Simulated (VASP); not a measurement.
Here is a VASP 6.6.1 calculation.

Contents of INCAR:

```
SYSTEM = Al8N7
ALGO     = Normal         ! electronic algorithm
EDIFF    = 1E-6           ! SCF threshold, eV
ENCUT    = 520            ! plane-wave cutoff, eV
GGA      = CA             ! functional
ISIF     = 2              ! what is computed and relaxed
ISMEAR   = 0              ! smearing method
LASPH    = .TRUE.         ! aspherical terms in the spheres
LCHARG   = .TRUE.         ! write CHGCAR
LELF     = .TRUE.         ! ELF
LREAL    = Auto         
LVHAR    = .TRUE.       
LWAVE    = .FALSE.        ! write WAVECAR
NBANDS   = 42             ! bands
NELECT   = 56.0         
NELM     = 80             ! most SCF steps
PREC     = Accurate       ! precision mode
SIGMA    = 0.05           ! smearing width, eV
```

Contents of KPOINTS:

```
k-points
0
G
  4 4 4
  0 0 0
```

File POSCAR:

```
Al8N7
1.0
   -4.0109247379      4.0109247379      0.0000000000
   -4.0109247379      0.0000000000      4.0109247379
    0.0000000000      4.0109247379      4.0109247379
Al N
8 7
Direct
    0.7500000000      0.7500000000      0.7500000000
    0.2500000000      0.7500000000      0.7500000000
    0.7500000000      0.2500000000      0.7500000000
    0.7500000000      0.7500000000      0.2500000000
    0.2500000000      0.2500000000      0.7500000000
    0.2500000000      0.7500000000      0.2500000000
    0.7500000000      0.2500000000      0.2500000000
    0.2500000000      0.2500000000      0.2500000000
    0.5155824415      0.9844175585      0.4844175585
    1.0000000000      0.5000000000      0.5000000000
    1.0000000000      1.0000000000      0.0000000000
    0.5000000000      0.5000000000      0.5000000000
    0.5000000000      1.0000000000      0.0000000000
    1.0000000000      0.5000000000      0.0000000000
    0.5000000000      0.5000000000      0.0000000000
```

Potentials or basis: VASP PAW LDA potentials, release 64 (Al, N).

The run is started by

```sh
$ cat potpaw_LDA.64/Al/POTCAR potpaw_LDA.64/N/POTCAR > POTCAR
$ mpirun -np 1 vasp_std > vasp.out
```

Q: Estimate the largest force.

A: 2.652 eV/Å.

Forces on the atoms (eV/Å):
```
Al   2.646  0.004 -0.078
Al   0.004  2.646 -0.078
Al   0.000  0.000  2.652
Al   0.000  0.000 -0.743
Al   0.000  0.000 -0.119
Al   0.000  0.000 -2.652
Al  -0.004 -2.646 -0.078
Al  -2.646 -0.004 -0.078
N    0.000  0.000  2.224
N    0.007  0.330 -0.269
N   -0.330 -0.007 -0.269
N    0.330  0.007 -0.269
N   -0.007 -0.330 -0.269
N    0.000  0.000 -0.001
N    0.000  0.000  0.030
```

Caveat: the cell carries a net charge on a neutralising background, which shifts energy and pressure; the cell differs from its parent crystal (atom 9 moved 0.000 of the way to it and -0.125 Å across, host rigid).
